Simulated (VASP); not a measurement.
Ag, 1 atom in the cell. It takes space group Fm-3m (No. 225, cubic). The conventional cell has a = 4.104 Å, b = 4.104 Å, c = 4.104 Å, α = 90.00°, β = 90.00°, γ = 90.00°. Within 3.8 Å of Ag (site symmetry m-3m) lie 12 Ag at 2.90 Å. 

| Property | Result |
| --- | --- |
| Program | VASP 6.6.1 |
| Task | single point |
| Functional | r2SCAN |
| Potentials or basis | VASP PAW PBE potentials, release 64 (Ag) |
| Cutoff | 520 eV |
| k mesh | 13 × 13 × 13 |
| Occupations | gaussian, width 0.1 eV |
| Spin | no spin polarisation |
| Dipole correction | no |
| Further INCAR settings | ALGO = Normal; EDIFF = 1e-06; NBANDS = 12 |

Potentials or basis: VASP PAW PBE potentials, release 64 (Ag).

The run is started by

```sh
$ cat potpaw_PBE.64/Ag/POTCAR > POTCAR
$ cp INCAR.step1 INCAR
$ mpirun -np 1 vasp_std > vasp.out
$ cp INCAR.step2 INCAR
$ mpirun -np 1 vasp_std > vasp.out
```

Hardware: 1 thread of Intel Xeon 6975P-C (shared host).

**Question.** How long does it take, and how much memory?

**Answer.** Wall time 40 s on 1 thread of Intel Xeon 6975P-C, with other jobs on the host, peak memory 0.15 GiB. Counts: k points 84.
